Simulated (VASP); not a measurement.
# TiN (TiN (100), 2 layers) in VASP: single point with PBE

Aim: the single point of TiN (TiN (100), 2 layers) with PBE.

Everything below comes from runs of VASP 6.6.1. Logs are shortened: lines on timing, memory, paths and dates and some standing lists are left out, and cuts for length are marked.

## (1) The cell of the first run

The cell holds a slab with vacuum, 4 atoms: a = 3.003 Å, b = 3.003 Å, c = 18.124 Å, α = 90.00°, β = 90.00°, γ = 90.00°.

## (2) Single point, PBE

INCAR reads:

```
PREC = Accurate
ENCUT = 520
EDIFF = 1E-6
ISMEAR = -4
SIGMA = 0.1
LREAL = False
LASPH = True
NELM = 100
ALGO = Normal
ISIF = 2
LWAVE = False
LCHARG = False
LDIPOL = True
IDIPOL = 3
DIPOL = 0.5 0.5 0.500
GGA = PE
NBANDS = 25
```

KPOINTS reads:

```
regular mesh
0
Gamma
  12 12 1
```

POSCAR reads:

```
TiN
1.0
    3.0032769429      0.0000000000      0.0000000000
    0.0000000000      3.0032769429      0.0000000000
    0.0000000000      0.0000000000     18.1236000000
Ti N
2 2
Direct
    0.0000000000      0.0000000000      0.4470289685
    0.5000000000      0.5000000000      0.5529710348
    0.5000000000      0.5000000000      0.4390954988
    0.0000000000      0.0000000000      0.5609044979
```

Potentials or basis: VASP PAW PBE potentials, release 64 (Ti_sv, N).

Command:

```bash
$ cat potpaw_PBE.64/Ti_sv/POTCAR potpaw_PBE.64/N/POTCAR > POTCAR
$ mpirun -np 1 vasp_std > vasp.out
```

OUTCAR:

```text
PREC = Accurate
   ENCUT = 520
   EDIFF = 1E-6
   ISMEAR = -4
   LREAL = False
   LASPH = True
   NELM = 100
   ISIF = 2
   GGA = PE

 ion  position               nearest neighbor table
   1  0.000  0.000  0.447-   4 2.06   3 2.13   3 2.13   3 2.13   3 2.13   2 2.86   2 2.86   2 2.86
                             2 2.86
   2  0.500  0.500  0.553-   3 2.06   4 2.13   4 2.13   4 2.13   4 2.13   1 2.86   1 2.86   1 2.86
                             1 2.86
   3  0.500  0.500  0.439-   2 2.06   1 2.13   1 2.13   1 2.13   1 2.13
   4  0.000  0.000  0.561-   1 2.06   2 2.13   2 2.13   2 2.13   2 2.13

  LATTYP: Found a simple tetragonal cell.
 ALAT       =     3.0032769429
 C/A-ratio  =     6.0346083110

  Lattice vectors:

 A1 = (   3.0032769429,   0.0000000000,   0.0000000000)
 A2 = (   0.0000000000,   3.0032769429,   0.0000000000)
 A3 = (   0.0000000000,   0.0000000000,  18.1236000000)

Analysis of symmetry for initial positions (statically):
=====================================================================
 Subroutine PRICEL returns:
 Original cell was already a primitive cell.

 Routine SETGRP: Setting up the symmetry group for a
 simple tetragonal supercell.

 Subroutine GETGRP returns: Found 16 space group operations
 (whereof  8 operations were pure point group operations)
 out of a pool of 16 trial point group operations.

The static configuration has the point symmetry C_4v.
 The point group associated with its full space group is D_4h.

Analysis of symmetry for dynamics (positions and initial velocities):
=====================================================================
 Subroutine PRICEL returns:
 Original cell was already a primitive cell.

 Routine SETGRP: Setting up the symmetry group for a
 simple tetragonal supercell.

 Subroutine GETGRP returns: Found 16 space group operations
 (whereof  8 operations were pure point group operations)
 out of a pool of 16 trial point group operations.

The dynamic configuration has the point symmetry C_4v.
 The point group associated with its full space group is D_4h.

 Subroutine INISYM returns: Found 16 space group operations
 (whereof  8 operations are pure point group operations),
 and found     1 'primitive' translations

----------------------------------------------------------------------------------------

                                     Primitive cell

  volume of cell :     163.4689

  direct lattice vectors                    reciprocal lattice vectors
     3.003276943  0.000000000  0.000000000     0.332969626  0.000000000  0.000000000
     0.000000000  3.003276943  0.000000000     0.000000000  0.332969626  0.000000000
     0.000000000  0.000000000 18.123600000     0.000000000  0.000000000  0.055176676

  length of vectors
     3.003276943  3.003276943 18.123600000     0.332969626  0.332969626  0.055176676

  position of ions in fractional coordinates (direct lattice)
     0.000000000  0.000000000  0.447028968
     0.500000000  0.500000000  0.552971035
     0.500000000  0.500000000  0.439095499
     0.000000000  0.000000000  0.560904498

  ion indices of the primitive-cell ions
   primitive index   ion index
                 1           1
                 2           2
                 3           3
                 4           4

----------------------------------------------------------------------------------------

 KPOINTS: regular mesh

Automatic generation of k-mesh.
 Grid dimensions read from file:
 generate k-points for:   12   12    1

 Generating k-lattice:

  Cartesian coordinates                     Fractional coordinates (reciprocal lattice)
     0.027747469  0.000000000  0.000000000     0.083333333  0.000000000  0.000000000
     0.000000000  0.027747469  0.000000000     0.000000000  0.083333333  0.000000000
     0.000000000  0.000000000  0.055176676     0.000000000  0.000000000  1.000000000

  Length of vectors
     0.027747469  0.027747469  0.055176676

  Shift w.r.t. Gamma in fractional coordinates (k-lattice)
     0.000000000  0.000000000  0.000000000

 TETIRR: Found    222 inequivalent tetrahedra from      864

 Subroutine IBZKPT returns following result:
 ===========================================

 Found     28 irreducible k-points:

 Following reciprocal coordinates:
            Coordinates               Weight
  0.000000  0.000000  0.000000      1.000000
  0.083333  0.000000  0.000000      4.000000
  0.166667  0.000000  0.000000      4.000000
  0.250000  0.000000  0.000000      4.000000
  0.333333  0.000000  0.000000      4.000000
  0.416667  0.000000  0.000000      4.000000
[... 16 lines left out ...]
  0.333333  0.333333  0.000000      4.000000
  0.416667  0.333333  0.000000      8.000000
 [... further k-points ...]
   k-points           NKPTS =     28   k-points in BZ     NKDIM =     28   number of bands    NBANDS=     25
   number of dos      NEDOS =    301   number of ions     NIONS =      4
   total plane-waves  NPLWV =  80640
   dimension x,y,z NGX =    24 NGY =   24 NGZ =  140
   dimension x,y,z NGXF=    48 NGYF=   48 NGZF=  280
   ions per type =               2   2
   NGX,Y,Z   is equivalent  to a cutoff of  13.29, 13.29, 12.84 a.u.
   NGXF,Y,Z  is equivalent  to a cutoff of  26.57, 26.57, 25.68 a.u.
 SYSTEM =  unknown system
   PREC   = accura    normal or accurate (medium, high low for compatibility)
   ISTART =      0    job   : 0-new  1-cont  2-samecut
   ICHARG =      2    charge: 1-file 2-atom 10-const
   ISPIN  =      1    spin polarized calculation?
   LNONCOLLINEAR =      F non collinear calculations
   LSORBIT =      F    spin-orbit coupling
   LASPH  =      T    aspherical Exc in radial PAW
   ENCUT  =  520.0 eV  38.22 Ry    6.18 a.u.   5.58  5.58 33.70*2*pi/ulx,y,z
   NELM   =    100;   NELMIN=  2; NELMDL= -5     # of ELM steps
   EDIFF  = 0.1E-05   stopping-criterion for ELM
   LREAL  =      F    real-space projection
   EDIFFG = 0.1E-04   stopping-criterion for IOM
   NSW    =      0    number of steps for IOM
   IBRION =     -1    ionic relax: 0-MD 1-quasi-New 2-CG
   NFREE  =      0    steps in history (QN), initial steepest desc. (CG)
   ISIF   =      2    stress and relaxation
   ISYM   =      2    0-nonsym 1-usesym 2-fastsym
   POTIM  = 0.5000    time-step for ionic-motion
   TEBEG  =    0.0;   TEEND  =   0.0 temperature during run
   PSTRESS=    0.0 pullay stress
   NELECT =      34.0000    total number of electrons
   NUPDOWN=      -1.0000    fix difference up-down
   EMIN   =  10.00;   EMAX   =-10.00  energy-range for DOS
   EFERMI =   0.00;   METHOD = LEGACY
   ISMEAR =    -4;   SIGMA  =   0.10  broadening in eV -4-tet -1-fermi 0-gaus
   EFERMI_NEDOS =   21; number of points for ismear=-14 and -15
   IALGO  =     38    algorithm
   IMIX   =      4    mixing-type and parameters
     AMIX     =   0.40;   BMIX     =  1.00
     AMIX_MAG =   1.60;   BMIX_MAG =  1.00
  volume/ion in A,a.u.               =      40.87       275.79
  Fermi-wavevector in a.u.,A,eV,Ry     =   0.969965  1.832968 12.800798  0.940832
  Thomas-Fermi vector in A             =   2.100061
   LORBIT       =      0    0 simple, 1 ext, 2 COOP (PROOUT), +10 PAW based schemes
   GGA     = PE    functional components
   LHFCALC =     F    Hartree Fock is set to
   AEXX    =    0.0000 exact exchange contribution
   IVDW    =     0    specifies the selected vdW correction
   LEPSILON=     F    determine dielectric tensor
   LRPA    =     F    only Hartree local field effects (RPA)
 non-spin polarized calculation
 Fermi weights with tetrahedron method witout Bloechl corrections
  energy-cutoff  :      520.00
  volume of cell :      163.47
 maximum number of plane-waves:      4433
 NGX is ok and might be reduce to    24
   NGX = 11   NGY = 11   NGZ = 67

 dipolmoment           0.000000      0.000000     -0.000000 electrons x Angstroem

 number of electron      33.9999998 magnetization

 dipolmoment           0.000000      0.000000      0.000001 electrons x Angstroem

 Free energy of the ion-electron system (eV)
  ---------------------------------------------------
  ext. energy  EPLUGINS =         0.00000000
  ---------------------------------------------------
  free energy    TOTEN  =       -37.74702773 eV

  energy without entropy =      -37.74702773  energy(sigma->0) =      -37.74702773

 E-fermi :   0.6812     XC(G=0):  -3.9696

 val. band max:        0.7555648190   @ k =   0.2500   0.0833   0.0000
 cond. band min:       0.6476592123   @ k =   0.0000   0.0000   0.0000
 fundamental gap:     -0.1079056067
 Fermi energy:         0.6812164331

 k-point     1 :       0.0000    0.0000    0.0000
  band No.  band energies     occupation
      1     -57.0454      2.00000
      2     -56.9379      2.00000
      3     -33.4976      2.00000
      4     -33.2022      2.00000
      5     -33.2022      2.00000
      6     -33.1622      2.00000
[... 17 lines left out ...]
     24       2.5929      0.00000
     25       2.9338      0.00000

 k-point     2 :       0.0833    0.0000    0.0000
  band No.  band energies     occupation
      1     -57.0415      2.00000
      2     -56.9376      2.00000
      3     -33.4961      2.00000
      4     -33.2542      2.00000
      5     -33.1964      2.00000
      6     -33.1335      2.00000
[... 17 lines left out ...]
     24       2.7709      0.00000
     25       3.0867      0.00000

 k-point     3 :       0.1667    0.0000    0.0000
  band No.  band energies     occupation
      1     -57.0304      2.00000
      2     -56.9372      2.00000
      3     -33.4953      2.00000
      4     -33.3396      2.00000
      5     -33.1800      2.00000
      6     -33.1117      2.00000
[... 17 lines left out ...]
     24       3.2484      0.00000
     25       3.4798      0.00000

 k-point     4 :       0.2500    0.0000    0.0000
  band No.  band energies     occupation
      1     -57.0140      2.00000
      2     -56.9378      2.00000
      3     -33.5056      2.00000
      4     -33.4324      2.00000
      5     -33.1555      2.00000
      6     -33.1521      2.00000
[... 17 lines left out ...]
     24       3.4499      0.00000
     25       4.0317      0.00000

 k-point     5 :       0.3333    0.0000    0.0000
  band No.  band energies     occupation
      1     -56.9950      2.00000
      2     -56.9411      2.00000
      3     -33.5353      2.00000
      4     -33.5148      2.00000
      5     -33.1803      2.00000
      6     -33.1267      2.00000
[... 17 lines left out ...]
     24       3.8098      0.00000
     25       4.7873      0.00000

 k-point     6 :       0.4167    0.0000    0.0000
  band No.  band energies     occupation
      1     -56.9762      2.00000
      2     -56.9483      2.00000
      3     -33.5716      2.00000
      4     -33.5702      2.00000
      5     -33.1778      2.00000
      6     -33.1349      2.00000
[... 17 lines left out ...]
     24       3.7559      0.00000
     25       5.3810      0.00000
[... 393 lines left out ...]
 k-point    21 :       0.4167    0.2500    0.0000
  band No.  band energies     occupation
      1     -56.9570      2.00000
      2     -56.9372      2.00000
      3     -33.5197      2.00000
      4     -33.5020      2.00000
      5     -33.2833      2.00000
      6     -33.2260      2.00000
[... 17 lines left out ...]
     24       3.4561      0.00000
     25       4.6893      0.00000

 k-point    22 :       0.5000    0.2500    0.0000
  band No.  band energies     occupation
      1     -56.9450      2.00000
      2     -56.9450      2.00000
      3     -33.5266      2.00000
      4     -33.5266      2.00000
      5     -33.2480      2.00000
      6     -33.2480      2.00000
[... 17 lines left out ...]
     24       3.3111      0.00000
     25       5.0503      0.00000

 k-point    23 :       0.3333    0.3333    0.0000
  band No.  band energies     occupation
      1     -56.9586      2.00000
      2     -56.9315      2.00000
      3     -33.4954      2.00000
      4     -33.4329      2.00000
      5     -33.3679      2.00000
      6     -33.2354      2.00000
[... 17 lines left out ...]
     24       3.5282      0.00000
     25       4.0964      0.00000

 k-point    24 :       0.4167    0.3333    0.0000
  band No.  band energies     occupation
      1     -56.9465      2.00000
      2     -56.9325      2.00000
      3     -33.5047      2.00000
      4     -33.4785      2.00000
      5     -33.3313      2.00000
      6     -33.2543      2.00000
[... 17 lines left out ...]
     24       3.3865      0.00000
     25       4.4154      0.00000

 [... further k-points ...]

------------------------ aborting loop because EDIFF is reached ----------------------------------------

 vacuum level on the upper side and lower side of the slab       (xc-potential included)        -0.123        -0.123

  FORCE on cell =-STRESS in cart. coord.  units (eV):
  Direction    XX          YY          ZZ          XY          YZ          ZX
  --------------------------------------------------------------------------------------
  -------------------------------------------------------------------------------------
  Total       -4.5023935     -4.5023935      0.0067857      0.0000000      0.0000000     -0.0000000
  in kB      -44.1284624    -44.1284624      0.0665072      0.0000000      0.0000000     -0.0000000
  external PRESSURE =     -29.3968059 kB  Pullay stress =       0.0000000 kB

 VOLUME and BASIS-vectors are now :
 -----------------------------------------------------------------------------
  energy-cutoff  :      520.00
  volume of cell :      163.47
      direct lattice vectors                 reciprocal lattice vectors
     3.003276943  0.000000000  0.000000000     0.332969626  0.000000000  0.000000000
     0.000000000  3.003276943  0.000000000     0.000000000  0.332969626  0.000000000
     0.000000000  0.000000000 18.123600000     0.000000000  0.000000000  0.055176676

 POSITION                                       TOTAL-FORCE (eV/Angst)
 -----------------------------------------------------------------------------------
      0.00000      0.00000      8.10177         0.000000      0.000000      0.033031
      1.50164      1.50164     10.02183         0.000000     -0.000000     -0.033031
      1.50164      1.50164      7.95799        -0.000000     -0.000000     -0.047739
      0.00000      0.00000     10.16561         0.000000      0.000000      0.047739
 -----------------------------------------------------------------------------------
    total drift:                                0.000000      0.000000      0.000162

  FREE ENERGIE OF THE ION-ELECTRON SYSTEM (eV)
  ---------------------------------------------------
  free  energy   TOTEN  =       -37.7470277305 eV

  energy  without entropy=      -37.7470277305  energy(sigma->0) =      -37.74702773

 vacuum level on the upper side and lower side of the slab         3.153         3.153
```

It took 2 min on 1 thread of Intel Xeon Platinum 8375C at 2.90GHz (Ice Lake), shared host; peak memory 0.31 GiB.

What came out:

* Free energy: -37.7470 eV
* Largest force: 0.048 eV/Å
* Band gap on the k mesh: zero (band 17 reaches 1.83 eV, above the bottom of band 18 at -0.91 eV)

Forces on the atoms (eV/Å):
```
Ti   0.000  0.000  0.033
Ti   0.000  0.000 -0.033
N    0.000  0.000 -0.048
N    0.000  0.000  0.048
```

Levels at points of the mesh, in eV from the Fermi level:
| k point | band 14 | band 15 | band 16 | band 17 | band 18 | band 19 | band 20 | band 21 |
| --- | --- | --- | --- | --- | --- | --- | --- | --- |
| (0.00, 0.00, 0.00) | -2.51 | -2.46 | -2.24 | -2.24 | -0.77 | -0.03 | 0.37 | 0.37 |
| (0.50, 0.00, 0.00) | -4.82 | -4.45 | -4.45 | 1.15 | 1.15 | 1.47 | 1.47 | 2.15 |
| (0.50, 0.50, 0.00) | -4.01 | -3.21 | -3.21 | -1.59 | -1.59 | 2.14 | 2.14 | 2.26 |
